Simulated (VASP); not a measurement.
TePb, 2 atoms in the cell. The structure is cubic, space group Fm-3m (No. 225). Conventional cell: a = 6.547 Å, b = 6.547 Å, c = 6.547 Å, α = 90.00°, β = 90.00°, γ = 90.00°. Within 4.3 Å of Te (site symmetry m-3m) lie 6 Pb at 3.27 Å. Within 4.3 Å of Pb (site symmetry m-3m) lie 6 Te at 3.27 Å. 

```yaml
Program: VASP 6.6.1
Task: single point
Functional: PBE
Potentials_or_basis: VASP PAW PBE potentials, release 64 (Te, Pb_d)
Cutoff: 520 eV
k_mesh: 6 × 6 × 6
Occupations: fermi-dirac, width 0.02 eV
Spin: no spin polarisation
Dipole_correction: no
Further_INCAR_settings: ALGO = Normal; EDIFF = 1e-07; NBANDS = 17
```

Potentials or basis: VASP PAW PBE potentials, release 64 (Te, Pb_d).

The run is started by

```console
$ cat potpaw_PBE.64/Te/POTCAR potpaw_PBE.64/Pb_d/POTCAR > POTCAR
$ mpirun -np 1 vasp_std > vasp.out
```

Hardware: 1 thread of AMD EPYC 9R45 (Zen 5) (shared host).

**Question.** Estimate the wall time of this run.

**Answer.** It took 23 s on 1 thread of AMD EPYC 9R45 (Zen 5) (shared host), peak memory 0.16 GiB. Counts: scf iterations 14, k points 16.
